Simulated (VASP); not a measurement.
# InSe (C2/m) in VASP: further runs

Runs on InSe. Level: PBEsol. Tasks: single point.

Program: VASP 6.6.1. These are calculated values, not measurements. Logs are shortened: lines on timing, memory, paths and dates and some standing lists are left out, and cuts for length are marked.

## (1) The cell of the first run

The structure is monoclinic, space group C2/m (No. 12). The conventional cell has a = 11.653 Å, b = 4.109 Å, c = 5.253 Å, α = 90.00°, β = 109.15°, γ = 90.00°. In (site symmetry m) has 3 Se at 2.71 to 2.74 Å and 3 In at 2.81 to 3.71 Å within 3.8 Å. Within 3.6 Å of Se (site symmetry m) lie 3 In at 2.71 to 2.74 Å and 1 Se at 3.58 Å.

## (2) Single point, PBEsol

INCAR reads:

```
ALGO = Normal ; EDIFF = 1E-6
ENCUT = 520 ; GGA = PS
ISIF = 2 ; ISMEAR = -1
LASPH = True ; LCHARG = True
LELF = True ; LREAL = False
LVHAR = True ; LWAVE = False
NBANDS = 27 ; NELM = 100
PREC = Accurate ; SIGMA = 0.05
```

KPOINTS reads:

```
k-points
0
Gamma
  6 6 5
```

POSCAR reads:

```
InSe
1.0
    5.8263928781     -2.0546489550      0.0000000000
    5.8263928781      2.0546489550      0.0000000000
   -1.7232330140      0.0000000000      4.9622017720
In Se
2 2
Direct
    0.8882032500      0.8882032500      0.0468413600
    0.1117967500      0.1117967500      0.9531586400
    0.6609275900      0.6609275900      0.6689556200
    0.3390724100      0.3390724100      0.3310443800
```

Potentials or basis: VASP PAW PBE potentials, release 64 (In_d, Se).

On the command line:

```console
> cat potpaw_PBE.64/In_d/POTCAR potpaw_PBE.64/Se/POTCAR > POTCAR
> mpirun -np 1 vasp_std > vasp.out
```

OUTCAR:

```text
EDIFF = 1E-6
   ENCUT = 520
   GGA = PS
   ISIF = 2
   ISMEAR = -1
   LASPH = True
   LREAL = False
   NELM = 100
   PREC = Accurate

 ion  position               nearest neighbor table
   1  0.888  0.888  0.047-   4 2.71   4 2.71   3 2.74   2 2.81   2 3.71   2 3.71
   2  0.112  0.112  0.953-   3 2.71   3 2.71   4 2.74   1 2.81   1 3.71   1 3.71
   3  0.661  0.661  0.669-   2 2.71   2 2.71   1 2.74
   4  0.339  0.339  0.331-   1 2.71   1 2.71   2 2.74

  LATTYP: Found a base centered monoclinic cell.
 ALAT       =    11.6527857562
 B/A-ratio  =     0.3526451096
 C/A-ratio  =     0.4507850755
 COS(beta)  =    -0.3280535301

  Lattice vectors:

 A1 = (   5.8263928781,  -2.0546489550,   0.0000000000)
 A2 = (   5.8263928781,   2.0546489550,   0.0000000000)
 A3 = (  -1.7232330140,   0.0000000000,   4.9622017720)

Analysis of symmetry for initial positions (statically):
=====================================================================
 Subroutine PRICEL returns:
 Original cell was already a primitive cell.

 Routine SETGRP: Setting up the symmetry group for a
 base centered monoclinic supercell.

 Subroutine GETGRP returns: Found  4 space group operations
 (whereof  4 operations were pure point group operations)
 out of a pool of  4 trial point group operations.

The static configuration has the point symmetry C_2h.

Analysis of symmetry for dynamics (positions and initial velocities):
=====================================================================
 Subroutine PRICEL returns:
 Original cell was already a primitive cell.

 Routine SETGRP: Setting up the symmetry group for a
 base centered monoclinic supercell.

 Subroutine GETGRP returns: Found  4 space group operations
 (whereof  4 operations were pure point group operations)
 out of a pool of  4 trial point group operations.

The dynamic configuration has the point symmetry C_2h.

 Subroutine INISYM returns: Found  4 space group operations
 (whereof  4 operations are pure point group operations),
 and found     1 'primitive' translations

----------------------------------------------------------------------------------------

                                     Primitive cell

  volume of cell :     118.8069

  direct lattice vectors                    reciprocal lattice vectors
     5.826392878 -2.054648955  0.000000000     0.085816389 -0.243350573  0.029801617
     5.826392878  2.054648955  0.000000000     0.085816389  0.243350573  0.029801617
    -1.723233014  0.000000000  4.962201772     0.000000000  0.000000000  0.201523446

  length of vectors
     6.178060885  6.178060885  5.252901907     0.259753903  0.259753903  0.201523446

  position of ions in fractional coordinates (direct lattice)
     0.888203250  0.888203250  0.046841360
     0.111796750  0.111796750  0.953158640
     0.660927590  0.660927590  0.668955620
     0.339072410  0.339072410  0.331044380

  ion indices of the primitive-cell ions
   primitive index   ion index
                 1           1
                 2           2
                 3           3
                 4           4

----------------------------------------------------------------------------------------

 KPOINTS: k-points

Automatic generation of k-mesh.
 Grid dimensions read from file:
 generate k-points for:    6    6    5

 Generating k-lattice:

  Cartesian coordinates                     Fractional coordinates (reciprocal lattice)
     0.014302732 -0.040558429  0.004966936     0.166666667  0.000000000  0.000000000
     0.014302732  0.040558429  0.004966936     0.000000000  0.166666667  0.000000000
     0.000000000  0.000000000  0.040304689     0.000000000  0.000000000  0.200000000

  Length of vectors
     0.043292317  0.043292317  0.040304689

  Shift w.r.t. Gamma in fractional coordinates (k-lattice)
     0.000000000  0.000000000  0.000000000

 Subroutine IBZKPT returns following result:
 ===========================================

 Found     55 irreducible k-points:

 Following reciprocal coordinates:
            Coordinates               Weight
  0.000000  0.000000  0.000000      1.000000
  0.166667  0.000000  0.000000      4.000000
  0.333333  0.000000  0.000000      4.000000
  0.500000 -0.000000  0.000000      2.000000
  0.166667  0.166667  0.000000      2.000000
  0.333333  0.166667  0.000000      4.000000
[... 16 lines left out ...]
 -0.333333  0.166667  0.200000      4.000000
 -0.166667  0.166667  0.200000      4.000000
 [... further k-points ...]
   k-points           NKPTS =     55   k-points in BZ     NKDIM =     55   number of bands    NBANDS=     27
   number of dos      NEDOS =    301   number of ions     NIONS =      4
   total plane-waves  NPLWV =  92160
   dimension x,y,z NGX =    48 NGY =   48 NGZ =   40
   dimension x,y,z NGXF=    96 NGYF=   96 NGZF=   80
   ions per type =               2   2
   NGX,Y,Z   is equivalent  to a cutoff of  12.92, 12.92, 12.66 a.u.
   NGXF,Y,Z  is equivalent  to a cutoff of  25.83, 25.83, 25.32 a.u.
 SYSTEM =  unknown system
   PREC   = accura    normal or accurate (medium, high low for compatibility)
   ISTART =      0    job   : 0-new  1-cont  2-samecut
   ICHARG =      2    charge: 1-file 2-atom 10-const
   ISPIN  =      1    spin polarized calculation?
   LNONCOLLINEAR =      F non collinear calculations
   LSORBIT =      F    spin-orbit coupling
   LASPH  =      T    aspherical Exc in radial PAW
   ENCUT  =  520.0 eV  38.22 Ry    6.18 a.u.  11.49 11.49  9.77*2*pi/ulx,y,z
   NELM   =    100;   NELMIN=  2; NELMDL= -5     # of ELM steps
   EDIFF  = 0.1E-05   stopping-criterion for ELM
   LREAL  =      F    real-space projection
   EDIFFG = 0.1E-04   stopping-criterion for IOM
   NSW    =      0    number of steps for IOM
   IBRION =     -1    ionic relax: 0-MD 1-quasi-New 2-CG
   NFREE  =      0    steps in history (QN), initial steepest desc. (CG)
   ISIF   =      2    stress and relaxation
   ISYM   =      2    0-nonsym 1-usesym 2-fastsym
   POTIM  = 0.5000    time-step for ionic-motion
   TEBEG  =    0.0;   TEEND  =   0.0 temperature during run
   PSTRESS=    0.0 pullay stress
   NELECT =      38.0000    total number of electrons
   NUPDOWN=      -1.0000    fix difference up-down
   EMIN   =  10.00;   EMAX   =-10.00  energy-range for DOS
   EFERMI =   0.00;   METHOD = LEGACY
   ISMEAR =    -1;   SIGMA  =   0.05  broadening in eV -4-tet -1-fermi 0-gaus
   EFERMI_NEDOS =   21; number of points for ismear=-14 and -15
   IALGO  =     38    algorithm
   IMIX   =      4    mixing-type and parameters
     AMIX     =   0.40;   BMIX     =  1.00
     AMIX_MAG =   1.60;   BMIX_MAG =  1.00
  volume/ion in A,a.u.               =      29.70       200.44
  Fermi-wavevector in a.u.,A,eV,Ry     =   1.119581  2.115701 17.054373  1.253461
  Thomas-Fermi vector in A             =   2.256221
   LORBIT       =      0    0 simple, 1 ext, 2 COOP (PROOUT), +10 PAW based schemes
   GGA     = PS    functional components
   LHFCALC =     F    Hartree Fock is set to
   AEXX    =    0.0000 exact exchange contribution
   IVDW    =     0    specifies the selected vdW correction
   LEPSILON=     F    determine dielectric tensor
   LRPA    =     F    only Hartree local field effects (RPA)
 non-spin polarized calculation
  energy-cutoff  :      520.00
  volume of cell :      118.81
 maximum number of plane-waves:      3217
 NGX is ok and might be reduce to    48
   NGX = 23   NGY = 23   NGZ = 19

 number of electron      38.0000005 magnetization

 Free energy of the ion-electron system (eV)
  ---------------------------------------------------
  ext. energy  EPLUGINS =         0.00000000
  ---------------------------------------------------
  free energy    TOTEN  =       -15.45014321 eV

  energy without entropy =      -15.45014298  energy(sigma->0) =      -15.45014309

 E-fermi :   4.0013     XC(G=0):  -9.0853

 val. band max:        3.4255365518   @ k =   0.5000   0.5000   0.0000
 cond. band min:       4.6499240498   @ k =  -0.3333  -0.3333   0.2000
 fundamental gap:      1.2243874980
 Fermi energy:         4.0013145517

 k-point     1 :       0.0000    0.0000    0.0000
  band No.  band energies     occupation
      1     -10.9323      2.00000
      2     -10.8641      2.00000
      3     -10.6715      2.00000
      4     -10.6355      2.00000
      5     -10.6034      2.00000
      6     -10.6008      2.00000
[... 19 lines left out ...]
     26       9.9720      0.00000
     27      11.3994      0.00000

 k-point     2 :       0.1667    0.0000    0.0000
  band No.  band energies     occupation
      1     -10.9271      2.00000
      2     -10.8605      2.00000
      3     -10.7420      2.00000
      4     -10.6266      2.00000
      5     -10.6175      2.00000
      6     -10.5855      2.00000
[... 19 lines left out ...]
     26       9.8027      0.00000
     27      11.5682      0.00000

 k-point     3 :       0.3333    0.0000    0.0000
  band No.  band energies     occupation
      1     -10.9295      2.00000
      2     -10.8606      2.00000
      3     -10.8133      2.00000
      4     -10.6650      2.00000
      5     -10.6010      2.00000
      6     -10.5970      2.00000
[... 19 lines left out ...]
     26      10.5700      0.00000
     27      11.2538      0.00000

 k-point     4 :       0.5000   -0.0000    0.0000
  band No.  band energies     occupation
      1     -10.9449      2.00000
      2     -10.8667      2.00000
      3     -10.8156      2.00000
      4     -10.6866      2.00000
      5     -10.6128      2.00000
      6     -10.5915      2.00000
[... 19 lines left out ...]
     26       9.9164      0.00000
     27      11.7033      0.00000
[... 516 lines left out ...]
      4     -10.6900      2.00000
      5     -10.6266      2.00000
      6     -10.5891      2.00000
[... 19 lines left out ...]
     26       9.5504      0.00000
     27      10.8205      0.00000

 k-point    23 :      -0.3333    0.1667    0.2000
  band No.  band energies     occupation
      1     -10.9341      2.00000
      2     -10.8799      2.00000
      3     -10.8397      2.00000
      4     -10.6718      2.00000
      5     -10.6131      2.00000
      6     -10.5838      2.00000
[... 19 lines left out ...]
     26      10.0894      0.00000
     27      11.3898      0.00000

 k-point    24 :      -0.1667    0.1667    0.2000
  band No.  band energies     occupation
      1     -10.9234      2.00000
      2     -10.8704      2.00000
      3     -10.8369      2.00000
      4     -10.6509      2.00000
      5     -10.5950      2.00000
      6     -10.5837      2.00000
[... 19 lines left out ...]
     26      10.9426      0.00000
     27      11.4053      0.00000

 [... further k-points ...]

------------------------ aborting loop because EDIFF is reached ----------------------------------------

  FORCE on cell =-STRESS in cart. coord.  units (eV):
  Direction    XX          YY          ZZ          XY          YZ          ZX
  --------------------------------------------------------------------------------------
  -------------------------------------------------------------------------------------
  Total       -1.8743355     -1.6586921     -2.0640157      0.0000000      0.0000000     -0.3466294
  in kB      -25.2764516    -22.3683805    -27.8343942      0.0000000      0.0000000     -4.6744890
  external PRESSURE =     -25.1597421 kB  Pullay stress =       0.0000000 kB

 VOLUME and BASIS-vectors are now :
 -----------------------------------------------------------------------------
  energy-cutoff  :      520.00
  volume of cell :      118.81
      direct lattice vectors                 reciprocal lattice vectors
     5.826392878 -2.054648955  0.000000000     0.085816389 -0.243350573  0.029801617
     5.826392878  2.054648955  0.000000000     0.085816389  0.243350573  0.029801617
    -1.723233014  0.000000000  4.962201772     0.000000000  0.000000000  0.201523446

 POSITION                                       TOTAL-FORCE (eV/Angst)
 -----------------------------------------------------------------------------------
     10.26932      0.00000      0.23244        -0.290840      0.000000      0.054008
     -0.33977      0.00000      4.72977         0.290840      0.000000     -0.054008
      6.54888      0.00000      3.31949         0.062653      0.000000      0.344508
      3.38067      0.00000      1.64271        -0.062653      0.000000     -0.344508
 -----------------------------------------------------------------------------------
    total drift:                               -0.000000     -0.000000      0.000000

  FREE ENERGIE OF THE ION-ELECTRON SYSTEM (eV)
  ---------------------------------------------------
  free  energy   TOTEN  =       -15.4501432092 eV

  energy  without entropy=      -15.4501429786  energy(sigma->0) =      -15.45014309
```

Run time: 4.1 min. Hardware: 1 thread of AMD EPYC 7R43 (Zen 3), shared host; peak memory 0.33 GiB.

Results:

```
Free energy            : -15.4501 eV
Pressure               : -2.5 GPa
Largest force          : 0.350 eV/Å
Band gap on the k mesh : 1.22 eV (least direct gap 1.34 eV)
```

Forces in eV/Å, atoms in the order of the input:
```
In  -0.291  0.000  0.054
In   0.291  0.000 -0.054
Se   0.063  0.000  0.345
Se  -0.063  0.000 -0.345
```

Stress tensor (GPa, compression positive):
```
-2.53  0.00 -0.47
 0.00 -2.24  0.00
-0.47  0.00 -2.78
```

Caveat: the PAW data sets were made with another functional, which shifts forces and pressure a little; spin-orbit coupling is left out, which moves the levels of the heavy elements; an odd mesh through Γ misses points on the zone boundary, where band edges can lie.

(Part 1 of 2 ends here.)
